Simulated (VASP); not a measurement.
Set up this calculation in VASP 6.6.1, as the native input.

- Task: single point
- Functional: LDA
- Potentials or basis: VASP PAW LDA potentials, release 64 (Zr_sv, B)
- Cutoff: 520 eV
- k mesh: 18 × 18 × 12
- Occupations: gaussian, width 0.15 eV
- Spin: no spin polarisation
- Dipole correction: no
- Further INCAR settings: ALGO = Normal; EDIFF = 1e-06; NBANDS = 16

The structure of ZrB2 lies in POSCAR:

```
ZrB2
1.0
    3.2372157108      0.0000000000      0.0000000000
   -1.6186078554      2.8035110430      0.0000000000
    0.0000000000      0.0000000000      3.0054310659
Zr B
1 2
Direct
    0.0000000000      0.0000000000      0.0000000000
    0.3333333333      0.6666666667      0.5000000000
    0.6666666667      0.3333333333      0.5000000000
```

This cell differs from its parent crystal: volume 9.092 Å^3 an atom, c/a of the conventional cell 0.9284.

The input as run:

INCAR

```
PREC = Accurate
ENCUT = 520
EDIFF = 1E-6
ISMEAR = 0
SIGMA = 0.15
LREAL = F
LASPH = T
NELM = 100
ALGO = Normal
ISIF = 2
LWAVE = F
LCHARG = T
LELF = T
LVHAR = T
NBANDS = 16
```

KPOINTS

```
regular mesh
0
Gamma
  18 18 12
```

Potentials or basis: VASP PAW LDA potentials, release 64 (Zr_sv, B).

Run with:

```sh
$ cat potpaw_LDA.64/Zr_sv/POTCAR potpaw_LDA.64/B/POTCAR > POTCAR
$ mpirun -np 1 vasp_std > vasp.out
```

It gave:

| Item | Value |
| --- | --- |
| Pressure | 27.0 GPa |
| Band gap on the k mesh | zero (band 9 reaches 12.43 eV, above the bottom of band 10 at 10.53 eV) |

Run time: 30 s on 1 thread of Intel(R) Xeon(R) 6975P-C (Granite Rapids), with other jobs on the host, peak memory 0.21 GiB.
